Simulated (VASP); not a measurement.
# GaSb (I-4m2) in VASP: notebook, part 2 of 2

VASP 6.6.1. Earlier steps stand in the parts before.

### 3 Single point, PBE (epitaxial xy strain +2.0%)

File INCAR:

```
SYSTEM = GaSb
PREC = Accurate
ENCUT = 520
EDIFF = 1E-6
ISMEAR = -1
SIGMA = 0.02
LREAL = .FALSE.
LASPH = .TRUE.
NELM = 60
ALGO = Normal
ISIF = 2
LWAVE = .FALSE.
LCHARG = .TRUE.
GGA = PE
LELF = .TRUE.
LVHAR = .TRUE.
NBANDS = 16
```

File KPOINTS:

```
regular mesh
0
G
  8 8 8
  0 0 0
```

File POSCAR:

```
GaSb
1.0
    0.0000000000      3.1271963739      3.0130566083
    3.1271963739      0.0000000000      3.0130566083
    3.1271963739      3.1271963739      0.0000000000
Ga Sb
1 1
Direct
    0.0000000000      0.0000000000      0.0000000000
    0.2500000000      0.2500000000      0.2500000000
```

Potentials or basis: VASP PAW PBE potentials, release 64 (Ga_d, Sb).

Started as:

```console
> cat potpaw_PBE.64/Ga_d/POTCAR potpaw_PBE.64/Sb/POTCAR > POTCAR
> mpirun -np 1 vasp_std > vasp.out
```

OUTCAR:

```text
SYSTEM = GaSb
   PREC = Accurate
   ENCUT = 520
   EDIFF = 1E-6
   ISMEAR = -1
   LREAL = .FALSE.
   LASPH = .TRUE.
   NELM = 60
   ISIF = 2
   GGA = PE

 ion  position               nearest neighbor table
   1  0.000  0.000  0.000-   2 2.68   2 2.68   2 2.68   2 2.68
   2  0.250  0.250  0.250-   1 2.68   1 2.68   1 2.68   1 2.68

  LATTYP: Found a body centered tetragonal cell.
 ALAT       =     4.4225235242
 C/A-ratio  =     1.3625960797

  Lattice vectors:

 A1 = (   0.0000000000,  -3.1271963739,  -3.0130566083)
 A2 = (   0.0000000000,   3.1271963739,  -3.0130566083)
 A3 = (   3.1271963739,   0.0000000000,   3.0130566083)

Analysis of symmetry for initial positions (statically):
=====================================================================
 Subroutine PRICEL returns:
 Original cell was already a primitive cell.

 Routine SETGRP: Setting up the symmetry group for a
 body centered tetragonal supercell.

 Subroutine GETGRP returns: Found  8 space group operations
 (whereof  8 operations were pure point group operations)
 out of a pool of 16 trial point group operations.

[... 160 lines left out ...]

 E-fermi :   4.6196     XC(G=0):  -8.9637

 val. band max:        4.5131057887   @ k =   0.0000   0.0000   0.0000
 cond. band min:       4.7113997652   @ k =   0.0000   0.0000   0.0000
 fundamental gap:      0.1982939765
 Fermi energy:         4.6196092558

 k-point     1 :       0.0000    0.0000    0.0000
  band No.  band energies     occupation
      1     -10.4020      2.00000
      2     -10.4020      2.00000
      3     -10.3967      2.00000
      4     -10.3578      2.00000
      5     -10.3524      2.00000
      6      -6.6963      2.00000
[... 433 lines left out ...]
      3     -10.3885      2.00000
      4     -10.3583      2.00000
      5     -10.3529      2.00000
      6      -5.5850      2.00000
[... 8 lines left out ...]
     15      12.9207      0.00000
     16      13.7365      0.00000

 [... further k-points ...]

------------------------ aborting loop because EDIFF is reached ----------------------------------------

  FORCE on cell =-STRESS in cart. coord.  units (eV):
  Direction    XX          YY          ZZ          XY          YZ          ZX
  --------------------------------------------------------------------------------------
  -------------------------------------------------------------------------------------
  Total        0.1519264      0.1519264      0.6746214      0.0000000     -0.0000000      0.0000000
  in kB        4.1304403      4.1304403     18.3410028      0.0000000     -0.0000000      0.0000000
  external PRESSURE =       8.8672945 kB  Pullay stress =       0.0000000 kB

 VOLUME and BASIS-vectors are now :
 -----------------------------------------------------------------------------
  energy-cutoff  :      520.00
  volume of cell :       58.93
      direct lattice vectors                 reciprocal lattice vectors
     0.000000000  3.127196374  3.013056608    -0.159887625  0.159887625  0.165944443
     3.127196374  0.000000000  3.013056608     0.159887625 -0.159887625  0.165944443
     3.127196374  3.127196374  0.000000000     0.159887625  0.159887625 -0.165944443

 POSITION                                       TOTAL-FORCE (eV/Angst)
 -----------------------------------------------------------------------------------
      0.00000      0.00000      0.00000        -0.000000     -0.000000     -0.000000
      1.56360      1.56360      1.50653         0.000000      0.000000      0.000000
 -----------------------------------------------------------------------------------
    total drift:                               -0.000002     -0.000002      0.000003

  FREE ENERGIE OF THE ION-ELECTRON SYSTEM (eV)
  ---------------------------------------------------
  free  energy   TOTEN  =        -7.3567641157 eV

  energy  without entropy=       -7.3567546056  energy(sigma->0) =       -7.35675936
```

OSZICAR:

```text
N       E                     dE             d eps       ncg     rms          rms(c)
DAV:   1     0.831472608235E+02    0.83147E+02   -0.85631E+03  1896   0.137E+03
DAV:   2    -0.700376412156E+00   -0.83848E+02   -0.80969E+02  2256   0.303E+02
DAV:   3    -0.728355977633E+01   -0.65832E+01   -0.65474E+01  2256   0.652E+01
DAV:   4    -0.740488642086E+01   -0.12133E+00   -0.12131E+00  2440   0.999E+00
DAV:   5    -0.740755878066E+01   -0.26724E-02   -0.26722E-02  2392   0.132E+00    0.307E+00
DAV:   6    -0.736691292604E+01    0.40646E-01   -0.61752E-02  2672   0.381E+00    0.183E+00
DAV:   7    -0.735526369317E+01    0.11649E-01   -0.36071E-02  2248   0.153E+00    0.343E-01
DAV:   8    -0.735622560490E+01   -0.96191E-03   -0.43233E-03  2512   0.743E-01    0.772E-02
DAV:   9    -0.735670358901E+01   -0.47798E-03   -0.65167E-04  2248   0.201E-01    0.312E-02
DAV:  10    -0.735674653481E+01   -0.42946E-04   -0.46813E-05  2488   0.408E-02    0.878E-03
DAV:  11    -0.735676315528E+01   -0.16620E-04   -0.23570E-05  2168   0.329E-02    0.588E-03
DAV:  12    -0.735676411574E+01   -0.96046E-06   -0.16361E-06  2464   0.827E-03
   1 F= -.73567641E+01 E0= -.73567594E+01  d E =-.951019E-05
```

stdout:

```text
POSCAR found type information on POSCAR GaSb
 POSCAR found :  2 types and       2 ions
 scaLAPACK will be used
 LDA part: xc-table for (Slater+PW92), standard interpolation
 POSCAR, INCAR and KPOINTS ok, starting setup
 FFT: planning ... GRIDC
 FFT: planning ... GRID_SOFT
 FFT: planning ... GRID
 WAVECAR not read
 entering main loop
```

Run time: 22 s. Hardware: 1 thread of Intel Xeon 6975P-C (Granite Rapids), shared host; peak memory 0.21 GiB.

Results:

```
Free energy            : -7.3568 eV
Pressure               : 0.9 GPa
Band gap on the k mesh : 0.20 eV, direct
```

Stress tensor (GPa, compression positive):
```
0.41 0.00 0.00
0.00 0.41 0.00
0.00 0.00 1.83
```

Caveat: the cell differs from its parent crystal (epitaxial xy strain +2.0%); spin-orbit coupling is left out, which moves the levels of the heavy elements.

### 4 Single point, PBE (epitaxial xy strain +3.0%)

File INCAR:

```
SYSTEM = GaSb
PREC = Accurate ; ENCUT = 520
EDIFF = 1E-7 ; ISMEAR = -1
SIGMA = 0.02 ; LREAL = .FALSE.
LASPH = .TRUE. ; NELM = 60
ALGO = Normal ; ISIF = 2
LWAVE = .FALSE. ; LCHARG = .TRUE.
GGA = PE ; LELF = .TRUE.
LVHAR = .TRUE. ; NBANDS = 16
```

File KPOINTS:

```
Automatic mesh
0
G
  8 8 8
  0 0 0
```

File POSCAR:

```
GaSb
1.0
    0.0000000000      3.1578551619      2.9884959792
    3.1578551619      0.0000000000      2.9884959792
    3.1578551619      3.1578551619      0.0000000000
Ga Sb
1 1
Direct
    0.0000000000      0.0000000000      0.0000000000
    0.2500000000      0.2500000000      0.2500000000
```

Started as:

```console
> cat potpaw_PBE.64/Ga_d/POTCAR potpaw_PBE.64/Sb/POTCAR > POTCAR
> mpirun -np 1 vasp_std > vasp.out
```

Run time: 26 s. Hardware: 1 thread of Intel Xeon 6975P-C (Granite Rapids), shared host; peak memory 0.22 GiB.

It converged, with:

| Item | Value |
| --- | --- |
| Free energy | -7.3517 eV |
| Pressure | 0.3 GPa |
| Band gap on the k mesh | 0.28 eV, direct |

Stress tensor (GPa, compression positive):
```
-0.34  0.00  0.00
 0.00 -0.34  0.00
 0.00  0.00  1.71
```

Levels at points of the mesh, in eV from the valence-band top:
| k point | band 5 | band 6 | band 7 | band 8 | band 9 | band 10 | band 11 | band 12 | band 13 | band 14 |
| --- | --- | --- | --- | --- | --- | --- | --- | --- | --- | --- |
| (0.00, 0.00, 0.00) | -14.82 | -11.10 | -0.17 | 0.00 | 0.00 | 0.28 | 2.79 | 2.95 | 2.95 | 5.87 |
| (0.50, 0.00, 0.00) | -14.82 | -9.58 | -6.07 | -1.18 | -0.80 | 0.38 | 3.71 | 4.02 | 6.61 | 9.05 |
| (0.50, 0.50, 0.00) | -14.81 | -8.69 | -6.37 | -2.54 | -2.54 | 0.78 | 1.22 | 8.54 | 8.54 | 9.91 |
| (0.50, 0.00, 0.50) | -14.82 | -8.87 | -6.61 | -2.25 | -2.20 | 1.18 | 1.53 | 8.34 | 8.38 | 9.62 |

Caveat: the cell differs from its parent crystal (epitaxial xy strain +3.0%); spin-orbit coupling is left out, which moves the levels of the heavy elements.

### 5 Summary

| cell | gap on the mesh (eV) | pressure (GPa) |
| --- | --- | --- |
| a = 4.324, b = 4.324, c = 4.162 Å, angles 61.2, 61.2, 57.5°, 2 atoms | 0.14 | 4.9 |
| a = 4.343, b = 4.343, c = 4.423 Å, angles 59.4, 59.4, 61.2°, 2 atoms | 0.20 | 0.9 |
| a = 4.348, b = 4.348, c = 4.466 Å, angles 59.1, 59.1, 61.8°, 2 atoms | 0.28 | 0.3 |

Alike in all rows: task single point; level PBE; potentials or basis VASP PAW PBE potentials, release 64 (Ga_d, Sb); no spin polarisation; k mesh 8 × 8 × 8; cutoff (eV) 520; smearing fermi-dirac 0.02 eV.

Caveats: spin-orbit coupling is left out, which moves the levels of the heavy elements.

Total energies depend on the potentials used, so only differences within one code and one set of settings carry meaning.
